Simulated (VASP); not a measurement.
# BeS (F-43m) in VASP: further runs

BeS is run at these levels: PBE; tasks: relaxation of cell and atoms.

Everything below comes from runs of VASP 6.6.1. Logs are shortened: lines on timing, memory, paths and dates and some standing lists are left out, and cuts for length are marked.

## Step 1: The cell of the first run

The structure is cubic, space group F-43m (No. 216). Conventional cell: a = 4.876 Å, b = 4.876 Å, c = 4.876 Å, α = 90.00°, β = 90.00°, γ = 90.00°. Be (site symmetry -43m) has 4 S at 2.11 Å within 2.8 Å. S (site symmetry -43m) has 4 Be at 2.11 Å within 2.8 Å.

## Step 2: Relaxation of cell and atoms, PBE

Contents of INCAR:

```
SYSTEM = BeS
PREC = Accurate ; ENCUT = 600
EDIFF = 1E-7 ; ISMEAR = 0
SIGMA = 0.01 ; LREAL = .FALSE.
LASPH = .TRUE. ; NELM = 100
ALGO = Normal ; ISIF = 3
LWAVE = .FALSE. ; LCHARG = .FALSE.
GGA = PE ; IBRION = 2
NSW = 80 ; EDIFFG = -0.001
```

Contents of KPOINTS:

```
regular mesh
0
G
  8 8 8
  0 0 0
```

Contents of POSCAR:

```
BeS
1.0
    0.0000000000      2.4379189089      2.4379189089
    2.4379189089      0.0000000000      2.4379189089
    2.4379189089      2.4379189089      0.0000000000
Be S
1 1
Direct
    0.0000000000      0.0000000000      0.0000000000
    0.7500000000      0.7500000000      0.7500000000
```

Potentials or basis: VASP PAW PBE potentials, release 64 (Be, S).

Launch:

```bash
$ cat potpaw_PBE.64/Be/POTCAR potpaw_PBE.64/S/POTCAR > POTCAR
$ mpirun -np 1 vasp_std > vasp.out
```

OUTCAR:

```text
SYSTEM = BeS
   PREC = Accurate
   ENCUT = 600
   EDIFF = 1E-7
   ISMEAR = 0
   LREAL = .FALSE.
   LASPH = .TRUE.
   NELM = 100
   ISIF = 3
   GGA = PE
   IBRION = 2
   NSW = 80
   EDIFFG = -0.001

 ion  position               nearest neighbor table
   1  0.000  0.000  0.000-   2 2.11   2 2.11   2 2.11   2 2.11
   2  0.750  0.750  0.750-   1 2.11   1 2.11   1 2.11   1 2.11

  LATTYP: Found a face centered cubic cell.
 ALAT       =     4.8758378178

  Lattice vectors:

 A1 = (   0.0000000000,   2.4379189089,   2.4379189089)
 A2 = (   2.4379189089,   0.0000000000,   2.4379189089)
 A3 = (   2.4379189089,   2.4379189089,   0.0000000000)

Analysis of symmetry for initial positions (statically):
=====================================================================
 Subroutine PRICEL returns:
 Original cell was already a primitive cell.

 Routine SETGRP: Setting up the symmetry group for a
 face centered cubic supercell.

 Subroutine GETGRP returns: Found 24 space group operations
 (whereof 24 operations were pure point group operations)
 out of a pool of 48 trial point group operations.

The static configuration has the point symmetry T_d .

Analysis of symmetry for dynamics (positions and initial velocities):
=====================================================================
 Subroutine PRICEL returns:
 Original cell was already a primitive cell.

 Routine SETGRP: Setting up the symmetry group for a
 face centered cubic supercell.

 Subroutine GETGRP returns: Found 24 space group operations
 (whereof 24 operations were pure point group operations)
 out of a pool of 48 trial point group operations.

The dynamic configuration has the point symmetry T_d .

 Subroutine INISYM returns: Found 24 space group operations
 (whereof 24 operations are pure point group operations),
 and found     1 'primitive' translations

----------------------------------------------------------------------------------------

                                     Primitive cell

  volume of cell :      28.9793

  direct lattice vectors                    reciprocal lattice vectors
     0.000000000  2.437918909  2.437918909    -0.205092958  0.205092958  0.205092958
     2.437918909  0.000000000  2.437918909     0.205092958 -0.205092958  0.205092958
     2.437918909  2.437918909  0.000000000     0.205092958  0.205092958 -0.205092958

  length of vectors
     3.447737985  3.447737985  3.447737985     0.355231423  0.355231423  0.355231423

  position of ions in fractional coordinates (direct lattice)
     0.000000000  0.000000000  0.000000000
     0.750000000  0.750000000  0.750000000

  ion indices of the primitive-cell ions
   primitive index   ion index
                 1           1
                 2           2

----------------------------------------------------------------------------------------

 KPOINTS: regular mesh

Automatic generation of k-mesh.
 Grid dimensions read from file:
 generate k-points for:    8    8    8

 Generating k-lattice:

  Cartesian coordinates                     Fractional coordinates (reciprocal lattice)
    -0.025636620  0.025636620  0.025636620     0.125000000  0.000000000  0.000000000
     0.025636620 -0.025636620  0.025636620     0.000000000  0.125000000  0.000000000
     0.025636620  0.025636620 -0.025636620     0.000000000  0.000000000  0.125000000

  Length of vectors
     0.044403928  0.044403928  0.044403928

  Shift w.r.t. Gamma in fractional coordinates (k-lattice)
     0.000000000  0.000000000  0.000000000

 Subroutine IBZKPT returns following result:
 ===========================================

 Found     29 irreducible k-points:

 Following reciprocal coordinates:
            Coordinates               Weight
  0.000000  0.000000  0.000000      1.000000
  0.125000  0.000000  0.000000      8.000000
  0.250000  0.000000  0.000000      8.000000
  0.375000  0.000000  0.000000      8.000000
  0.500000  0.000000  0.000000      4.000000
  0.125000  0.125000  0.000000      6.000000
[... 16 lines left out ...]
  0.500000  0.250000  0.125000     48.000000
 -0.375000  0.250000  0.125000     24.000000
 [... further k-points ...]
   k-points           NKPTS =     29   k-points in BZ     NKDIM =     29   number of bands    NBANDS=      8
   number of dos      NEDOS =    301   number of ions     NIONS =      2
   total plane-waves  NPLWV =  21952
   dimension x,y,z NGX =    28 NGY =   28 NGZ =   28
   dimension x,y,z NGXF=    56 NGYF=   56 NGZF=   56
   ions per type =               1   1
   NGX,Y,Z   is equivalent  to a cutoff of  13.50, 13.50, 13.50 a.u.
   NGXF,Y,Z  is equivalent  to a cutoff of  27.00, 27.00, 27.00 a.u.
 SYSTEM =  BeS
   PREC   = accura    normal or accurate (medium, high low for compatibility)
   ISTART =      0    job   : 0-new  1-cont  2-samecut
   ICHARG =      2    charge: 1-file 2-atom 10-const
   ISPIN  =      1    spin polarized calculation?
   LNONCOLLINEAR =      F non collinear calculations
   LSORBIT =      F    spin-orbit coupling
   LASPH  =      T    aspherical Exc in radial PAW
   ENCUT  =  600.0 eV  44.10 Ry    6.64 a.u.   6.89  6.89  6.89*2*pi/ulx,y,z
   NELM   =    100;   NELMIN=  2; NELMDL= -5     # of ELM steps
   EDIFF  = 0.1E-06   stopping-criterion for ELM
   LREAL  =      F    real-space projection
   EDIFFG = -.1E-02   stopping-criterion for IOM
   NSW    =     80    number of steps for IOM
   IBRION =      2    ionic relax: 0-MD 1-quasi-New 2-CG
   NFREE  =      1    steps in history (QN), initial steepest desc. (CG)
   ISIF   =      3    stress and relaxation
   ISYM   =      2    0-nonsym 1-usesym 2-fastsym
   POTIM  = 0.5000    time-step for ionic-motion
   TEBEG  =    0.0;   TEEND  =   0.0 temperature during run
   PSTRESS=    0.0 pullay stress
   NELECT =       8.0000    total number of electrons
   NUPDOWN=      -1.0000    fix difference up-down
   EMIN   =  10.00;   EMAX   =-10.00  energy-range for DOS
   EFERMI =   0.00;   METHOD = LEGACY
   ISMEAR =     0;   SIGMA  =   0.01  broadening in eV -4-tet -1-fermi 0-gaus
   EFERMI_NEDOS =   21; number of points for ismear=-14 and -15
   IALGO  =     38    algorithm
   IMIX   =      4    mixing-type and parameters
     AMIX     =   0.40;   BMIX     =  1.00
     AMIX_MAG =   1.60;   BMIX_MAG =  1.00
  volume/ion in A,a.u.               =      14.49        97.78
  Fermi-wavevector in a.u.,A,eV,Ry     =   1.065963  2.014378 15.459996  1.136278
  Thomas-Fermi vector in A             =   2.201532
   LORBIT       =      0    0 simple, 1 ext, 2 COOP (PROOUT), +10 PAW based schemes
   GGA     = PE    functional components
   LHFCALC =     F    Hartree Fock is set to
   AEXX    =    0.0000 exact exchange contribution
   IVDW    =     0    specifies the selected vdW correction
   LEPSILON=     F    determine dielectric tensor
   LRPA    =     F    only Hartree local field effects (RPA)
 conjugate gradient relaxation of ions
 non-spin polarized calculation
 Gauss-broadening in eV      SIGMA  =   0.01
  energy-cutoff  :      600.00
  volume of cell :       28.98
 maximum number of plane-waves:       982
   NGX = 13   NGY = 13   NGZ = 13

--------------------------------------- Ionic step        1  -------------------------------------------

 number of electron       7.9999999 magnetization

 Free energy of the ion-electron system (eV)
  ---------------------------------------------------
  ext. energy  EPLUGINS =         0.00000000
  ---------------------------------------------------
  free energy    TOTEN  =       -10.01354683 eV

  energy without entropy =      -10.01354683  energy(sigma->0) =      -10.01354683

------------------------ aborting loop because EDIFF is reached ----------------------------------------

  FORCE on cell =-STRESS in cart. coord.  units (eV):
  Direction    XX          YY          ZZ          XY          YZ          ZX
  --------------------------------------------------------------------------------------
  -------------------------------------------------------------------------------------
  Total        0.0100908      0.0100908      0.0100908     -0.0000000      0.0000000      0.0000000
  in kB        0.5578917      0.5578917      0.5578917     -0.0000000      0.0000000      0.0000000
  external PRESSURE =       0.5578917 kB  Pullay stress =       0.0000000 kB

 VOLUME and BASIS-vectors are now :
 -----------------------------------------------------------------------------
  energy-cutoff  :      600.00
  volume of cell :       28.98
      direct lattice vectors                 reciprocal lattice vectors
     0.000000000  2.437918909  2.437918909    -0.205092958  0.205092958  0.205092958
     2.437918909  0.000000000  2.437918909     0.205092958 -0.205092958  0.205092958
     2.437918909  2.437918909  0.000000000     0.205092958  0.205092958 -0.205092958
[... 37 lines left out ...]
 POSITION                                       TOTAL-FORCE (eV/Angst)
 -----------------------------------------------------------------------------------
      2.43851      2.43851      4.87702         0.000000      0.000000      0.000000
      3.65777      3.65777      3.65777        -0.000000     -0.000000     -0.000000
 -----------------------------------------------------------------------------------
    total drift:                                0.000000      0.000000     -0.000000

  FREE ENERGIE OF THE ION-ELECTRON SYSTEM (eV)
  ---------------------------------------------------
  free  energy   TOTEN  =       -10.0135492513 eV

  energy  without entropy=      -10.0135492513  energy(sigma->0) =      -10.01354925

--------------------------------------- Ionic step        3  -------------------------------------------

 number of electron       7.9999999 magnetization

 Free energy of the ion-electron system (eV)
  ---------------------------------------------------
  ext. energy  EPLUGINS =         0.00000000
  ---------------------------------------------------
  free energy    TOTEN  =       -10.01354932 eV

  energy without entropy =      -10.01354932  energy(sigma->0) =      -10.01354932

 E-fermi :   4.1278     XC(G=0):  -9.6625

 val. band max:        4.0053571236   @ k =   0.0000   0.0000   0.0000
 cond. band min:       7.1527619862   @ k =   0.5000   0.5000   0.0000
 fundamental gap:      3.1474048627
 Fermi energy:         4.1277939999

 k-point     1 :       0.0000    0.0000    0.0000
  band No.  band energies     occupation
      1      -9.5772      2.00000
      2       4.0054      2.00000
      3       4.0054      2.00000
      4       4.0054      2.00000
      5       9.6813      0.00000
      6       9.6813      0.00000
      7       9.6813      0.00000
      8       9.7525      0.00000

 k-point     2 :       0.1250    0.0000    0.0000
  band No.  band energies     occupation
      1      -9.4038      2.00000
      2       2.8234      2.00000
      3       3.8114      2.00000
      4       3.8114      2.00000
      5       9.5727      0.00000
      6      10.0301      0.00000
      7      10.0301      0.00000
      8      11.0573      0.00000
[... 221 lines left out ...]
 k-point    23 :       0.5000    0.2500    0.1250
  band No.  band energies     occupation
      1      -8.0088      2.00000
      2      -0.6115      2.00000
      3       1.3775      2.00000
      4       2.4498      2.00000
      5      10.0003      0.00000
      6      10.8034      0.00000
      7      12.4113      0.00000
      8      13.2420      0.00000

 k-point    24 :      -0.3750    0.2500    0.1250
  band No.  band energies     occupation
      1      -7.7443      2.00000
      2      -1.1510      2.00000
      3       1.2819      2.00000
      4       2.2101      2.00000
      5      10.1123      0.00000
      6      10.5545      0.00000
      7      13.0670      0.00000
      8      14.4479      0.00000

 [... further k-points ...]
[... 5 lines left out ...]
  --------------------------------------------------------------------------------------
  -------------------------------------------------------------------------------------
  Total        0.0007468      0.0007468      0.0007468      0.0000000      0.0000000     -0.0000000
  in kB        0.0412669      0.0412669      0.0412669      0.0000000      0.0000000     -0.0000000
  external PRESSURE =       0.0412669 kB  Pullay stress =       0.0000000 kB

 VOLUME and BASIS-vectors are now :
 -----------------------------------------------------------------------------
  energy-cutoff  :      600.00
  volume of cell :       29.00
      direct lattice vectors                 reciprocal lattice vectors
    -0.000000000  2.438376538  2.438376538    -0.205054466  0.205054466  0.205054466
     2.438376538  0.000000000  2.438376538     0.205054466 -0.205054466  0.205054466
     2.438376538  2.438376538  0.000000000     0.205054466  0.205054466 -0.205054466

 POSITION                                       TOTAL-FORCE (eV/Angst)
 -----------------------------------------------------------------------------------
      0.00000      0.00000      0.00000        -0.000000      0.000000     -0.000000
      3.65756      3.65756      3.65756         0.000000      0.000000      0.000000
 -----------------------------------------------------------------------------------
    total drift:                                0.000000      0.000000      0.000000

  FREE ENERGIE OF THE ION-ELECTRON SYSTEM (eV)
  ---------------------------------------------------
  free  energy   TOTEN  =       -10.0135493248 eV

  energy  without entropy=      -10.0135493248  energy(sigma->0) =      -10.01354932

 reached required accuracy - stopping structural energy minimisation
```

Wall time 14 s (1 thread of AMD EPYC 7R13 (Zen 3), shared host); peak memory 0.12 GiB.

What came out:

```yaml
Free_energy: -10.0135 eV
Relaxed_volume: 14.50 Å³/atom
Relaxed_cell: a = 3.448 Å, b = 3.448 Å, c = 3.448 Å, α = 60.00°, β = 60.00°, γ = 60.00°
Space_group_after_relaxing_to_0.05_Å: F-43m (No. 216)
Energy_gained_by_relaxing: 0.0 meV/atom
Ionic_steps: 3
Pressure_after_relaxing: 0.0 GPa
Band_gap_on_the_k_mesh: 3.15 eV, indirect (least direct gap 5.68 eV)
```

Final structure:
```cif
data_structure
_symmetry_space_group_name_H-M 'P 1'
_symmetry_Int_Tables_number 1
_cell_length_a 3.4484
_cell_length_b 3.4484
_cell_length_c 3.4484
_cell_angle_alpha 60.000
_cell_angle_beta 60.000
_cell_angle_gamma 60.000
_cell_volume 29.00
loop_
_atom_site_label
_atom_site_type_symbol
_atom_site_fract_x
_atom_site_fract_y
_atom_site_fract_z
_atom_site_occupancy
Be1 Be 0.00000 0.00000 0.00000 1
S1 S 0.75000 0.75000 0.75000 1
```

Levels at points of the mesh, in eV from the valence-band top:
```csv
k point,band 1,band 2,band 3,band 4,band 5,band 6,band 7,band 8
"(0.00, 0.00, 0.00)",-13.58,0.00,0.00,0.00,5.68,5.68,5.68,5.75
"(0.50, 0.00, 0.00)",-12.02,-5.68,-1.01,-1.01,5.42,6.57,6.57,11.13
"(0.50, 0.50, 0.00)",-11.49,-4.94,-2.58,-2.58,3.15,4.93,12.65,12.65
```

## Step 3: Relaxation of cell and atoms, PBE, target pressure 25 GPa, at which the enthalpy is minimised

Contents of INCAR:

```
PREC = Accurate
ENCUT = 600
EDIFF = 1E-7
ISMEAR = 0
SIGMA = 0.01
LREAL = F
LASPH = T
NELM = 80
ALGO = Normal
ISIF = 3
LWAVE = F
LCHARG = F
GGA = PE
IBRION = 2
NSW = 80
EDIFFG = -0.001
PSTRESS = 250.0
```

Contents of KPOINTS:

```
Automatic mesh
0
Gamma
  8 8 8
```

Contents of POSCAR:

```
BeS
1.0
    0.0000000000      2.4380063351      2.4380063351
    2.4380063351      0.0000000000      2.4380063351
    2.4380063351      2.4380063351      0.0000000000
Be S
1 1
Direct
    0.0000000000      0.0000000000      0.0000000000
    0.7500000000      0.7500000000      0.7500000000
```

Potentials or basis: VASP PAW PBE potentials, release 64 (Be, S).

Launch:

```bash
$ cat potpaw_PBE.64/Be/POTCAR potpaw_PBE.64/S/POTCAR > POTCAR
$ mpirun -np 1 vasp_std > vasp.out
```

It took 37 s on 1 thread of AMD EPYC 7R13 (Zen 3), shared host; peak memory 0.13 GiB.

It converged, with:

```yaml
Free_energy: -9.6778 eV
Relaxed_volume: 12.00 Å³/atom
Relaxed_cell: a = 3.238 Å, b = 3.238 Å, c = 3.238 Å, α = 60.00°, β = 60.00°, γ = 60.00°
Space_group_after_relaxing_to_0.05_Å: F-43m (No. 216)
Energy_change_on_relaxing_the_enthalpy_is_what_falls: +167.9 meV/atom
Ionic_steps: 7
Pressure_after_relaxing: 25.0 GPa
Band_gap_on_the_k_mesh: 2.65 eV, indirect (least direct gap 5.53 eV)
```

The path:
```
step  energy change (eV)  largest force (eV/Å)  pressure (GPa)  volume (Å³)
   1              0.0000                0.0000            0.05        28.98
   2              1.2325                0.0000           61.16        20.51
   3              0.3201                0.0000           24.26        24.10
   4              0.3342                0.0000           24.94        24.01
   5              0.3489                0.0000           25.63        23.92
   6              0.3254                0.0000           24.52        24.07
   7              0.3358                0.0000           25.01        24.00
```

Final structure:
```
CELL_PARAMETERS angstrom
0.00000 2.28939 2.28939
2.28939 0.00000 2.28939
2.28939 2.28939 0.00000
ATOMIC_POSITIONS crystal
Be 0.00000 0.00000 0.00000
S 0.75000 0.75000 0.75000
```

Levels at points of the mesh, in eV from the valence-band top:
| k point | band 1 | band 2 | band 3 | band 4 | band 5 | band 6 | band 7 | band 8 |
| --- | --- | --- | --- | --- | --- | --- | --- | --- |
| (0.00, 0.00, 0.00) | -14.99 | 0.00 | 0.00 | 0.00 | 5.53 | 5.53 | 5.53 | 7.45 |
| (0.50, 0.00, 0.00) | -12.85 | -7.01 | -1.30 | -1.30 | 6.09 | 6.45 | 6.45 | 11.95 |
| (0.50, 0.50, 0.00) | -12.13 | -5.99 | -3.30 | -3.30 | 2.65 | 4.68 | 14.18 | 14.18 |

Caveat: the cell is relaxed towards a set pressure, so the enthalpy falls and the energy may rise; the volume moved by over 15 % at a fixed basis, so the end points are rough. A k mesh can miss the band edges.
